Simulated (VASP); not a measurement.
## Au: single point with r2SCANh

Crystal: Au.

```
CELL_PARAMETERS angstrom
0.00000 2.02134 2.02134
2.02134 0.00000 2.02134
2.02134 2.02134 0.00000
ATOMIC_POSITIONS crystal
Au 0.00000 0.00000 0.00000
```

```
Program             : VASP 6.6.1
Task                : single point
Functional          : r2SCANh
Potentials or basis : VASP PAW PBE potentials, release 64 (Au)
Cutoff              : 440 eV
k mesh              : 6 × 6 × 6
Occupations         : fermi-dirac, width 0.05 eV
Spin                : no spin polarisation
```

- Pressure: 12.2 GPa
- Band gap on the k mesh: zero (an odd number of electrons rules out a gap without spin polarisation)

Levels at points of the mesh, in eV from the Fermi level:
```tsv
k point	band 4	band 5	band 6	band 7	band 8	band 9
(0.00, 0.00, 0.00)	-5.54	-3.89	-3.89	15.91	20.27	20.27
(0.50, 0.00, 0.00)	-2.49	-2.49	-0.96	3.89	15.37	18.93
(0.50, 0.50, 0.00)	-2.10	-2.10	1.47	6.96	11.27	11.27
```

Wall time 5.4 min on 1 thread of Intel(R) Xeon(R) Platinum 8259CL CPU @ 2.50GHz (Skylake/Cascade Lake), with other jobs on the host, peak memory 0.14 GiB.

Caveat: the k points lie up to 0.45 Å⁻¹ apart, too coarse for converged energies and pressures of a metal; the PAW data sets were made with another functional, which shifts forces and pressure a little; spin-orbit coupling is left out, which moves the levels of the heavy elements.
